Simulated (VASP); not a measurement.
Crystal: Mg3CdTe4.

```
CELL_PARAMETERS angstrom
4.23558 0.00000 0.00000
-2.11779 3.66812 0.00000
0.00000 0.00000 13.72638
ATOMIC_POSITIONS crystal
Mg 0.33333 0.66667 0.49800
Mg 0.33333 0.66667 0.99800
Mg 0.66667 0.33333 0.24800
Cd 0.66667 0.33333 0.74800
Te 0.33333 0.66667 0.18700
Te 0.33333 0.66667 0.68700
Te 0.66667 0.33333 0.43700
Te 0.66667 0.33333 0.93700
```

| Property | Result |
| --- | --- |
| Program | VASP 6.6.1 |
| Task | relaxation of cell and atoms |
| Functional | PBE |
| Potentials or basis | VASP PAW PBE potentials, release 64 (Mg, Cd, Te) |
| Cutoff | 600 eV |
| k mesh | 6 × 6 × 2 |
| Occupations | gaussian, width 0.1 eV |
| Spin | no spin polarisation |

At the start: pressure 16.9 GPa; volume 26.66 Å³/atom.

**Question.** Where does the relaxation end?

**Answer.** Over 9 steps the energy falls by 347.5 meV/atom and the volume is 34.93 Å³/atom (+31.0 %); space group P3m1 (No. 156, to 0.1 Å) before and after.

Step by step:
| step | energy change (eV) | largest force (eV/Å) | pressure (GPa) | volume (Å³) |
| --- | --- | --- | --- | --- |
| 1 | 0.0000 | 0.8109 | 16.92 | 213.26 |
| 2 | -2.4362 | 0.1025 | -3.01 | 312.47 |
| 3 | -2.7743 | 0.1047 | 0.17 | 278.43 |
| 4 | -2.7750 | 0.1050 | -0.03 | 280.04 |
| 5 | -2.7764 | 0.0808 | -0.03 | 280.01 |
| 6 | -2.7789 | 0.0624 | -0.03 | 279.91 |
| 7 | -2.7769 | 0.1304 | -0.02 | 279.71 |
| 8 | -2.7793 | 0.0791 | -0.03 | 279.85 |
| 9 | -2.7803 | 0.0309 | 0.02 | 279.42 |

Final structure:
```xyz
8
Lattice="4.6267 0.0000 0.0000 -2.3133 4.0068 0.0000 0.0000 0.0000 15.0727" Properties=species:S:1:pos:R:3 pbc="T T T"
Mg    0.0000    2.6712    7.4752
Mg    0.0000    2.6712   15.0642
Mg    2.3133    1.3356    3.7470
Cd    2.3133    1.3356   11.3064
Te    0.0000    2.6712    2.8166
Te    0.0000    2.6712   10.2987
Te    2.3133    1.3356    6.5719
Te    2.3133    1.3356   14.1647
```

Caveat: the volume moved by over 15 % at a fixed basis, so the end points are rough.
